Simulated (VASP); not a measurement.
The system is Na.

```xyz
1
Lattice="3.7083 0.0000 0.0000 -1.2361 3.4962 0.0000 -1.2361 -1.7481 3.0278" Properties=species:S:1:pos:R:3 pbc="T T T"
Na    0.0000    0.0000    0.0000
```

- Program: VASP 6.6.1
- Task: relaxation of cell and atoms
- Functional: PBEsol
- Potentials or basis: VASP PAW PBE potentials, release 64 (Na_pv)
- Cutoff: 600 eV
- k mesh: 6 × 6 × 6
- Occupations: fermi-dirac, width 0.1 eV
- Spin: no spin polarisation

At the start: pressure -0.5 GPa; volume 39.26 Å³/atom.

**Question.** Where does the relaxation end?

**Answer.** Over 3 steps the energy falls by 3.8 meV/atom and the volume is 36.76 Å³/atom (-6.4 %); space group Im-3m (No. 229, to 0.05 Å).

The path:
```csv
step,energy change (eV),largest force (eV/Å),pressure (GPa),volume (Å³)
1,0.0000,0.0000,-0.46,39.26
2,-0.0016,0.0000,-0.35,38.62
3,-0.0038,0.0000,-0.02,36.76
```

Final structure:
```
Na
1.0
     3.62799    0.00000    0.00000
    -1.20933    3.42050    0.00000
    -1.20933   -1.71025    2.96224
Na
1
Direct
  0.00000 0.00000 0.00000
```

Caveat: the PAW data sets were made with another functional, which shifts forces and pressure a little.
